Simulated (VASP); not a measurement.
Input of a VASP 6.6.1 run:

INCAR

```
SYSTEM = WSe2
ALGO = Normal
EDIFF = 1E-6
ENCUT = 520
GGA = PS
ISIF = 2
ISMEAR = 0
ISYM = 0
LASPH = .TRUE.
LCHARG = .FALSE.
LREAL = .FALSE.
LWAVE = .FALSE.
NBANDS = 35
NELM = 100
PREC = Accurate
SIGMA = 0.05
```

The input KPOINTS:

```
k-points
0
G
  9 9 2
  0 0 0
```

Contents of POSCAR:

```
WSe2
1.0
   -3.2711504052      0.0000000000      0.0000000000
   -1.6355752026     -2.8328993505      0.0000000000
   -1.6355752026      0.0000000000     13.2206689562
W Se
2 4
Direct
   -0.0416666667      0.3333333333      0.7500000000
    0.5416666667      0.6666666667      0.2500000000
    0.2716402428      0.3333333333      0.1233861811
    0.3549735761      0.6666666667      0.6233861811
    0.1450264239      0.3333333333      0.3766138189
    0.2283597572      0.6666666667      0.8766138189
```

Potentials or basis: VASP PAW PBE potentials, release 64 (W_sv, Se).

Launch:

```sh
$ cat potpaw_PBE.64/W_sv/POTCAR potpaw_PBE.64/Se/POTCAR > POTCAR
$ mpirun -np 1 vasp_std > vasp.out
```

(1) What does it give for the largest force?

(2) Predict the band gap on the k mesh.

Results:

(1) 0.122 eV/Å.

(2) 1.11 eV (least direct gap 1.64 eV).

Caveat: the cell differs from its parent crystal (the part above a cut slid along it); the PAW data sets were made with another functional, which shifts forces and pressure a little; spin-orbit coupling is left out, which moves the levels of the heavy elements.
